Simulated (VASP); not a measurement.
# CdSe (F-43m) in VASP: a series of runs, part 2 of 2

VASP 6.6.1. Earlier steps stand in the parts before.

## Step 3: Elastic constants, PBEsol

This run uses another cell than the first one, of 28.13 Å³/atom.

The input, INCAR:

```
PREC     = Accurate       # precision mode
ENCUT    = 600            # plane-wave cutoff, eV
EDIFF    = 1E-8           # SCF threshold, eV
ISMEAR   = 0              # smearing method
SIGMA    = 0.01           # smearing width, eV
LREAL    = False          # projectors in reciprocal space
LASPH    = True           # aspherical terms in the spheres
NELM     = 60             # most SCF steps
ALGO     = Normal         # electronic algorithm
ISIF     = 3              # what is computed and relaxed
LWAVE    = False          # write WAVECAR
LCHARG   = False          # write CHGCAR
GGA      = PS             # functional
NBANDS   = 16             # bands
IBRION   = 6              # ionic algorithm
NFREE    = 2            
POTIM    = 0.015          # step
NSW      = 1              # ionic steps
```

The input, KPOINTS:

```
Automatic mesh
0
Gamma
  6 6 6
```

The input, POSCAR:

```
CdSe
1.0
    0.0000000000      3.0413209774      3.0413209774
    3.0413209774      0.0000000000      3.0413209774
    3.0413209774      3.0413209774      0.0000000000
Cd Se
1 1
Direct
    0.0000000000      0.0000000000      0.0000000000
    0.7500000000      0.7500000000      0.7500000000
```

Potentials or basis: VASP PAW PBE potentials, release 64 (Cd, Se).

Command:

```bash
$ cat potpaw_PBE.64/Cd/POTCAR potpaw_PBE.64/Se/POTCAR > POTCAR
$ mpirun -np 1 vasp_std > vasp.out
```

OUTCAR:

```text
PREC = Accurate
   ENCUT = 600
   EDIFF = 1E-8
   ISMEAR = 0
   LREAL = False
   LASPH = True
   NELM = 60
   ISIF = 3
   GGA = PS
   IBRION = 6
   NFREE = 2
   POTIM = 0.015
   NSW = 1

 ion  position               nearest neighbor table
   1  0.000  0.000  0.000-   2 2.63   2 2.63   2 2.63   2 2.63
   2  0.750  0.750  0.750-   1 2.63   1 2.63   1 2.63   1 2.63

  LATTYP: Found a face centered cubic cell.
 ALAT       =     6.0826419548

  Lattice vectors:

 A1 = (   0.0000000000,   3.0413209774,   3.0413209774)
 A2 = (   3.0413209774,   0.0000000000,   3.0413209774)
 A3 = (   3.0413209774,   3.0413209774,   0.0000000000)

Analysis of symmetry for initial positions (statically):
=====================================================================
 Subroutine PRICEL returns:
 Original cell was already a primitive cell.

 Routine SETGRP: Setting up the symmetry group for a
 face centered cubic supercell.

 Subroutine GETGRP returns: Found 24 space group operations
 (whereof 24 operations were pure point group operations)
 out of a pool of 48 trial point group operations.

The static configuration has the point symmetry T_d .

Analysis of symmetry for dynamics (positions and initial velocities):
=====================================================================
 Subroutine PRICEL returns:
 Original cell was already a primitive cell.

[... 812 lines left out ...]
  in kB        2.8310955      2.8853460      2.8853460      0.0000000     -2.7137696      0.0000000
  external PRESSURE =       2.8672625 kB  Pullay stress =       0.0000000 kB
[... 17 lines left out ...]
  FREE ENERGIE OF THE ION-ELECTRON SYSTEM (eV)
  ---------------------------------------------------
  free  energy   TOTEN  =        -6.1719468031 eV

  energy  without entropy=       -6.1719468031  energy(sigma->0) =       -6.17194680

 INTERNAL STRAIN TENSORS FROM STRAINED CELLS
 ============================================

 INTERNAL STRAIN TENSOR FOR ION    1 for displacements in x,y,z  (eV/Angst):
          X           Y           Z          XY          YZ          ZX
  --------------------------------------------------------------------------------
  x     0.00000    -0.00000    -0.00000     0.00000    -6.34234    -0.00000
  y     0.00000    -0.00000    -0.00000     0.00000    -0.00000    -6.34243
  z    -0.00000     0.00000     0.00000    -6.34274    -0.00000     0.00000

 INTERNAL STRAIN TENSORS FROM DISPLACED ATOMS
 ============================================

 INTERNAL STRAIN TENSOR FOR ION    1 for displacements in x,y,z  (eV/Angst):
          X           Y           Z          XY          YZ          ZX
  --------------------------------------------------------------------------------
  x     0.00000     0.00000     0.00000     0.00000    -6.35064     0.00000
  y     0.00000     0.00000     0.00000     0.00000     0.00000    -6.35064
  z     0.00000     0.00000     0.00000    -6.35064     0.00000     0.00000

 INTERNAL STRAIN TENSOR FOR ION    2 for displacements in x,y,z  (eV/Angst):
          X           Y           Z          XY          YZ          ZX
  --------------------------------------------------------------------------------
  x     0.00000     0.00000     0.00000     0.00000     6.35252     0.00000
  y     0.00000     0.00000     0.00000     0.00000     0.00000     6.35252
  z     0.00000     0.00000     0.00000     6.35252     0.00000     0.00000

 Eigenvectors and eigenvalues of the dynamical matrix
 ----------------------------------------------------

   1 f  =    5.066692 THz    31.834965 2PiTHz  169.006655 cm-1    20.954145 meV
             X         Y         Z           dx          dy          dz
      0.000000  0.000000  0.000000     0.122611   -0.630530    0.000000
      4.561981  4.561981  4.561981    -0.146295    0.752327    0.000000
[... 21 lines left out ...]
   6 f/i=    0.000003 THz     0.000018 2PiTHz    0.000095 cm-1     0.000012 meV
             X         Y         Z           dx          dy          dz
      0.000000  0.000000  0.000000     0.759832   -0.078593   -0.062267
      4.561981  4.561981  4.561981     0.636819   -0.065869   -0.052187

--------------------------------------------------------------------------------------------------------

 ELASTIC MODULI CONTR FROM IONIC RELAXATION (kBar)
 Direction    XX          YY          ZZ          XY          YZ          ZX
 --------------------------------------------------------------------------------
 XX          -0.0000     -0.0000     -0.0000     -0.0000     -0.0000     -0.0000
 YY          -0.0000     -0.0000     -0.0000     -0.0000     -0.0000     -0.0000
 ZZ          -0.0000     -0.0000     -0.0000     -0.0000     -0.0000     -0.0000
 XY          -0.0000     -0.0000     -0.0000   -235.8144      0.0000      0.0000
 YZ          -0.0000     -0.0000     -0.0000      0.0000   -235.8144      0.0000
 ZX          -0.0000     -0.0000     -0.0000      0.0000      0.0000   -235.8144
 --------------------------------------------------------------------------------

 TOTAL ELASTIC MODULI (kBar)
 Direction    XX          YY          ZZ          XY          YZ          ZX
 --------------------------------------------------------------------------------
 XX         646.8742    473.6770    473.6770     -0.0000     -0.0000     -0.0000
 YY         473.6770    646.8742    473.6770     -0.0000     -0.0000     -0.0000
 ZZ         473.6770    473.6770    646.8742     -0.0000     -0.0000     -0.0000
 XY          -0.0000     -0.0000     -0.0000    223.1651      0.0000      0.0000
 YZ          -0.0000     -0.0000     -0.0000      0.0000    223.1651      0.0000
 ZX          -0.0000     -0.0000     -0.0000      0.0000      0.0000    223.1651
 --------------------------------------------------------------------------------
```

stdout:

```text
POSCAR found type information on POSCAR CdSe
 POSCAR found :  2 types and       2 ions
 scaLAPACK will be used
 -----------------------------------------------------------------------------
|                                                                             |
|                                                                             |
|     You enforced a specific xc type in the INCAR file but a different       |
|     I HOPE YOU KNOW WHAT YOU ARE DOING!                                     |
|                                                                             |
[... 33 lines left out ...]
 Finite differences progress:
 bond charge predicted
 Finite differences progress:
 bond charge predicted
 Finite differences progress:
 bond charge predicted
 Finite differences progress:
 bond charge predicted
 Finite differences progress:
 bond charge predicted
 Finite differences progress:
```

Run time: 6.5 min. Hardware: 1 thread of AMD EPYC 9R45 (Zen 5), shared host; peak memory 0.27 GiB.

Results:

* Elastic constants C11, C12, C44: 65, 47, 22 GPa
* Voigt bulk modulus: 53 GPa
* Highest phonon frequency at Γ, LO-TO splitting left out: 169 cm⁻¹

Phonon frequencies in cm⁻¹ (negative: imaginary):
```tsv
q point	frequencies
(0.000, 0.000, 0.000)	0 0 0 169 169 169
```

Elastic tensor in Voigt notation (GPa, in the Cartesian axes of the cell as first typed):
```
65 47 47  0  0  0
47 65 47  0  0  0
47 47 65  0  0  0
 0  0  0 22  0  0
 0  0  0  0 22  0
 0  0  0  0  0 22
```

Clamped-ion elastic tensor (GPa):
```
65 47 47  0  0  0
47 65 47  0  0  0
47 47 65  0  0  0
 0  0  0 46  0  0
 0  0  0  0 46  0
 0  0  0  0  0 46
```

Caveat: the PAW data sets were made with another functional, which shifts forces and pressure a little.

## Step 4: Elastic constants, PBEsol

This run uses another cell than the first one, of 28.13 Å³/atom.

The input, INCAR:

```
SYSTEM = CdSe
PREC = Accurate
ENCUT = 600
EDIFF = 1E-8
ISMEAR = 0
SIGMA = 0.01
LREAL = .FALSE.
LASPH = .TRUE.
NELM = 60
ALGO = Normal
ISIF = 3
LWAVE = .FALSE.
LCHARG = .FALSE.
GGA = PS
IBRION = 6
NFREE = 2
POTIM = 0.015
NSW = 1
```

The input, KPOINTS:

```
Automatic mesh
0
G
  6 6 6
  0 0 0
```

POSCAR is that of step 3.

Command:

```bash
$ cat potpaw_PBE.64/Cd/POTCAR potpaw_PBE.64/Se/POTCAR > POTCAR
$ mpirun -np 1 vasp_std > vasp.out
```

Run time: 5.5 min. Hardware: 1 thread of AMD EPYC 9R45 (Zen 5), shared host; peak memory 0.26 GiB.

It converged, with:

- Elastic constants C11, C12, C44: 65, 47, 22 GPa
- Voigt bulk modulus: 53 GPa
- Highest phonon frequency at Γ, LO-TO splitting left out: 169 cm⁻¹

Phonon frequencies in cm⁻¹ (negative: imaginary):
```csv
q point,frequencies
"(0.000, 0.000, 0.000)",0 0 0 169 169 169
```

Elastic tensor in Voigt notation (GPa, in the Cartesian axes of the cell as first typed):
```
65 47 47  0  0  0
47 65 47  0  0  0
47 47 65  0  0  0
 0  0  0 22  0  0
 0  0  0  0 22  0
 0  0  0  0  0 22
```

Clamped-ion elastic tensor (GPa):
```
65 47 47  0  0  0
47 65 47  0  0  0
47 47 65  0  0  0
 0  0  0 46  0  0
 0  0  0  0 46  0
 0  0  0  0  0 46
```

Caveat: the PAW data sets were made with another functional, which shifts forces and pressure a little.
